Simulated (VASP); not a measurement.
# Co (P6_3/mmc) in VASP: single point with PBE

Aim: the single point of Co with PBE.

All numbers are computed with VASP 6.6.1; they aren't measurements. Logs are shortened: lines on timing, memory, paths and dates and some standing lists are left out, and cuts for length are marked.

### Step 1. The cell of the first run

The structure is hexagonal, space group P6_3/mmc (No. 194). The conventional cell has a = 2.493 Å, b = 2.493 Å, c = 4.031 Å, α = 90.00°, β = 90.00°, γ = 120.00°. Within 3.3 Å of Co (site symmetry -6m2) lie 12 Co at 2.48 to 2.49 Å.

### Step 2. Single point, PBE, collinear spin, ferromagnetic start

File POSCAR:

```
Co
1.0
    2.4930265643      0.0000000000      0.0000000000
   -1.2465132822      2.1590243370      0.0000000000
    0.0000000000      0.0000000000      4.0312330809
Co
2
Direct
    0.3333333333      0.6666666667      0.7500000000
    0.6666666667      0.3333333333      0.2500000000
```

File INCAR.step1:

```
SYSTEM = Co
  PREC = Accurate
  ENCUT = 520
  EDIFF = 1E-6
  ISMEAR = 0
  SIGMA = 0.05
  LREAL = .FALSE.
  LASPH = .TRUE.
  NELM = 150
  ALGO = Normal
  ISIF = 2
  LWAVE = .FALSE.
  LCHARG = .TRUE.
  ISPIN = 2
  MAGMOM = 1.85 1.85
  LMAXMIX = 4
  GGA = PE
  NBANDS = 20
```

File KPOINTS.step1:

```
Automatic mesh
0
G
  20 20 10
  0 0 0
```

File INCAR.step2:

```
SYSTEM = Co
  PREC = Accurate
  ENCUT = 520
  EDIFF = 1E-6
  ISMEAR = -5
  SIGMA = 0.05
  LREAL = .FALSE.
  LASPH = .TRUE.
  NELM = 150
  ALGO = Normal
  ISIF = 2
  LWAVE = .FALSE.
  LCHARG = .FALSE.
  ISPIN = 2
  MAGMOM = 1.85 1.85
  LORBIT = 11
  LMAXMIX = 4
  GGA = PE
  NEDOS = 1001
  ICHARG = 11
```

File KPOINTS.step2:

```
Automatic mesh
0
G
  30 30 15
  0 0 0
```

Potentials or basis: VASP PAW PBE potentials, release 64 (Co).

Launch:

```bash
$ cat potpaw_PBE.64/Co/POTCAR > POTCAR
$ cp INCAR.step1 INCAR
$ cp KPOINTS.step1 KPOINTS
$ mpirun -np 1 vasp_std > vasp.out
$ cp INCAR.step2 INCAR
$ cp KPOINTS.step2 KPOINTS
$ mpirun -np 1 vasp_std > vasp.out
```

OUTCAR:

```text
SYSTEM = Co
   PREC = Accurate
   ENCUT = 520
   EDIFF = 1E-6
   ISMEAR = -5
   LREAL = .FALSE.
   LASPH = .TRUE.
   NELM = 150
   ISIF = 2
   ISPIN = 2
   LORBIT = 11
   GGA = PE
   ICHARG = 11

 ion  position               nearest neighbor table
   1  0.333  0.667  0.750-   2 2.48   2 2.48   2 2.48   2 2.48   2 2.48   2 2.48
   2  0.667  0.333  0.250-   1 2.48   1 2.48   1 2.48   1 2.48   1 2.48   1 2.48

  LATTYP: Found a hexagonal cell.
 ALAT       =     2.4930265643
 C/A-ratio  =     1.6170036608

  Lattice vectors:

 A1 = (   2.4930265643,   0.0000000000,   0.0000000000)
 A2 = (  -1.2465132822,   2.1590243370,   0.0000000000)
 A3 = (   0.0000000000,   0.0000000000,   4.0312330809)

Analysis of symmetry for initial positions (statically):
=====================================================================
 Subroutine PRICEL returns:
 Original cell was already a primitive cell.

 Routine SETGRP: Setting up the symmetry group for a
 hexagonal supercell.

 Subroutine GETGRP returns: Found 24 space group operations
 (whereof 12 operations were pure point group operations)
 out of a pool of 24 trial point group operations.

The static configuration has the point symmetry D_3d.
 The point group associated with its full space group is D_6h.

Analysis of symmetry for dynamics (positions and initial velocities):
=====================================================================
 Subroutine PRICEL returns:
 Original cell was already a primitive cell.

 Routine SETGRP: Setting up the symmetry group for a
 hexagonal supercell.

 Subroutine GETGRP returns: Found 24 space group operations
 (whereof 12 operations were pure point group operations)
 out of a pool of 24 trial point group operations.

The dynamic configuration has the point symmetry D_3d.
 The point group associated with its full space group is D_6h.

Analysis of structural, dynamic, and magnetic symmetry:
=====================================================================
 Subroutine PRICEL returns:
 Original cell was already a primitive cell.

 Routine SETGRP: Setting up the symmetry group for a
 hexagonal supercell.

 Subroutine GETGRP returns: Found 24 space group operations
 (whereof 12 operations were pure point group operations)
 out of a pool of 24 trial point group operations.

The overall configuration has the point symmetry D_3d.
 The point group associated with its full space group is D_6h.

 Subroutine INISYM returns: Found 24 space group operations
 (whereof 12 operations are pure point group operations),
 and found     1 'primitive' translations

----------------------------------------------------------------------------------------

                                     Primitive cell

  volume of cell :      21.6981

  direct lattice vectors                    reciprocal lattice vectors
     2.493026564  0.000000000  0.000000000     0.401118871  0.231586088  0.000000000
    -1.246513282  2.159024337  0.000000000     0.000000000  0.463172176  0.000000000
     0.000000000  0.000000000  4.031233081     0.000000000  0.000000000  0.248063057

  length of vectors
     2.493026564  2.493026564  4.031233081     0.463172176  0.463172176  0.248063057

  position of ions in fractional coordinates (direct lattice)
     0.333333333  0.666666667  0.750000000
     0.666666667  0.333333333  0.250000000

  ion indices of the primitive-cell ions
   primitive index   ion index
                 1           1
                 2           2

----------------------------------------------------------------------------------------

 KPOINTS: Automatic mesh

Automatic generation of k-mesh.
 Grid dimensions read from file:
 generate k-points for:   30   30   15

 Generating k-lattice:

  Cartesian coordinates                     Fractional coordinates (reciprocal lattice)
     0.013370629  0.007719536  0.000000000     0.033333333  0.000000000  0.000000000
     0.000000000  0.015439073  0.000000000     0.000000000  0.033333333  0.000000000
     0.000000000  0.000000000  0.016537537     0.000000000  0.000000000  0.066666667

  Length of vectors
     0.015439073  0.015439073  0.016537537

  Shift w.r.t. Gamma in fractional coordinates (k-lattice)
     0.000000000  0.000000000  0.000000000

 TETIRR: Found  13224 inequivalent tetrahedra from    81000

 Subroutine IBZKPT returns following result:
 ===========================================
[... 43 lines left out ...]
   LNONCOLLINEAR =      F non collinear calculations
   LSORBIT =      F    spin-orbit coupling
   LASPH  =      T    aspherical Exc in radial PAW
   ENCUT  =  520.0 eV  38.22 Ry    6.18 a.u.   4.64  4.64  7.50*2*pi/ulx,y,z
   NELM   =    150;   NELMIN=  2; NELMDL=  0     # of ELM steps
   EDIFF  = 0.1E-05   stopping-criterion for ELM
   LREAL  =      F    real-space projection
   EDIFFG = 0.1E-04   stopping-criterion for IOM
   NSW    =      0    number of steps for IOM
   IBRION =     -1    ionic relax: 0-MD 1-quasi-New 2-CG
   NFREE  =      0    steps in history (QN), initial steepest desc. (CG)
   ISIF   =      2    stress and relaxation
   ISYM   =      2    0-nonsym 1-usesym 2-fastsym
   POTIM  = 0.5000    time-step for ionic-motion
   TEBEG  =    0.0;   TEEND  =   0.0 temperature during run
   PSTRESS=    0.0 pullay stress
   NELECT =      18.0000    total number of electrons
   NUPDOWN=      -1.0000    fix difference up-down
   EMIN   =  10.00;   EMAX   =-10.00  energy-range for DOS
   EFERMI =   0.00;   METHOD = LEGACY
   ISMEAR =    -5;   SIGMA  =   0.05  broadening in eV -4-tet -1-fermi 0-gaus
   EFERMI_NEDOS =   21; number of points for ismear=-14 and -15
   IALGO  =     38    algorithm
   IMIX   =      4    mixing-type and parameters
     AMIX     =   0.40;   BMIX     =  1.00
     AMIX_MAG =   1.60;   BMIX_MAG =  1.00
  volume/ion in A,a.u.               =      10.85        73.21
  Fermi-wavevector in a.u.,A,eV,Ry     =   1.538243  2.906857 32.193980  2.366191
  Thomas-Fermi vector in A             =   2.644639
   LORBIT       =     11    0 simple, 1 ext, 2 COOP (PROOUT), +10 PAW based schemes
   GGA     = PE    functional components
   LHFCALC =     F    Hartree Fock is set to
   AEXX    =    0.0000 exact exchange contribution
   IVDW    =     0    specifies the selected vdW correction
   LEPSILON=     F    determine dielectric tensor
   LRPA    =     F    only Hartree local field effects (RPA)
 spin polarized calculation
 Fermi weights with tetrahedron method with Bloechl corrections
  energy-cutoff  :      520.00
  volume of cell :       21.70
 maximum number of plane-waves:       597
 NGX is ok and might be reduce to    20

 number of electron      17.9999997 magnetization       3.1939419

 Free energy of the ion-electron system (eV)
  ---------------------------------------------------
  ext. energy  EPLUGINS =         0.00000000
  ---------------------------------------------------
  free energy    TOTEN  =       -14.07072936 eV

  energy without entropy =      -14.07072936  energy(sigma->0) =      -14.07072936

 E-fermi :  10.2549     XC(G=0): -13.4039

 val. band max:       10.2872564989   @ k =   0.4667   0.0667   0.2667
 cond. band min:      10.2390515420   @ k =   0.2000  -0.0000   0.1333
 fundamental gap:     -0.0482049569
 Fermi energy:        10.2548784459

 spin component 1

 k-point     1 :       0.0000    0.0000    0.0000
  band No.  band energies     occupation
      1       1.3518      1.00000
      2       5.1328      1.00000
      3       7.6514      1.00000
      4       7.6749      1.00000
      5       7.6749      1.00000
      6       7.9865      1.00000
      7       7.9865      1.00000
      8       8.3263      1.00000
      9       8.3263      1.00000
     10       9.4257      1.00000
     11       9.4257      1.00000
     12      10.1872      0.53982
     13      16.6164      0.00000
     14      32.2346      0.00000
[... 403 lines left out ...]
      4       6.9985      1.00000
      5       7.7018      1.00000
      6       7.7630      1.00000
      7       8.0345      1.00000
      8       8.7447      1.00000
      9       8.7956      1.00000
     10       9.0240      1.00000
     11       9.5942      1.00000
     12      15.4454      0.00000
     13      17.2411      0.00000
     14      21.5270      0.00000
     15      27.0510      0.00000

 [... further k-points ...]

 spin component 2

 k-point     1 :       0.0000    0.0000    0.0000
  band No.  band energies     occupation
      1       1.3401      1.00000
      2       6.0667      1.00000
      3       9.2709      1.00000
      4       9.2999      1.00000
      5       9.2999      1.00000
      6       9.6651      1.00000
      7       9.6651      1.00000
      8      10.0850      1.00000
      9      10.0851      1.00000
     10      10.1149      1.00000
     11      11.3016      0.00000
     12      11.3016      0.00000
     13      17.6179      0.00000
     14      31.9453      0.00000
[... 403 lines left out ...]
      4       8.2789      1.00000
      5       9.2344      1.00000
      6       9.4132      1.00000
      7       9.6023      1.00000
      8      10.4470     -0.04028
      9      10.5480      0.00000
     10      10.7835      0.00000
     11      11.4985      0.00000
     12      16.1530      0.00000
     13      17.9520      0.00000
     14      22.0389      0.00000
     15      27.3089      0.00000

 [... further k-points ...]

------------------------ aborting loop because EDIFF is reached ----------------------------------------

  FORCE on cell =-STRESS in cart. coord.  units (eV):
  Direction    XX          YY          ZZ          XY          YZ          ZX
  --------------------------------------------------------------------------------------
  -------------------------------------------------------------------------------------
  Total       -0.1817608     -0.1817608     -0.2410012      0.0000000      0.0000000      0.0000000
  in kB      -13.4211138    -13.4211138    -17.7953886      0.0000000      0.0000000      0.0000000
  external PRESSURE =     -14.8792054 kB  Pullay stress =       0.0000000 kB

 VOLUME and BASIS-vectors are now :
 -----------------------------------------------------------------------------
  energy-cutoff  :      520.00
  volume of cell :       21.70
      direct lattice vectors                 reciprocal lattice vectors
     2.493026564  0.000000000  0.000000000     0.401118871  0.231586088  0.000000000
    -1.246513282  2.159024337  0.000000000     0.000000000  0.463172176  0.000000000
     0.000000000  0.000000000  4.031233081     0.000000000  0.000000000  0.248063057

 POSITION                                       TOTAL-FORCE (eV/Angst)
 -----------------------------------------------------------------------------------
     -0.00000      1.43935      3.02342         0.000000      0.000000      0.000000
      1.24651      0.71967      1.00781        -0.000000      0.000000      0.000000
 -----------------------------------------------------------------------------------
    total drift:                               -0.000000      0.000000     -0.000000

  FREE ENERGIE OF THE ION-ELECTRON SYSTEM (eV)
  ---------------------------------------------------
  free  energy   TOTEN  =       -14.0707293620 eV

  energy  without entropy=      -14.0707293620  energy(sigma->0) =      -14.07072936

 total charge

# of ion       s       p       d       tot
------------------------------------------
    1        0.488   0.521   7.264   8.273
    2        0.488   0.521   7.264   8.273
--------------------------------------------------
tot          0.977   1.042  14.527  16.546

 magnetization (x)

# of ion       s       p       d       tot
------------------------------------------
    1       -0.015  -0.056   1.689   1.618
    2       -0.015  -0.056   1.689   1.618
--------------------------------------------------
tot         -0.031  -0.111   3.379   3.237
```

It took 8.1 min on 1 thread of Oxide Virtual Turin-like, shared host; peak memory 0.45 GiB.

Results:

```
Net moment                                            : 3.19 μB per cell
Site moments                                          : Co +1.62 μB
Valence electrons inside the program's atomic spheres : Co 8.27
```
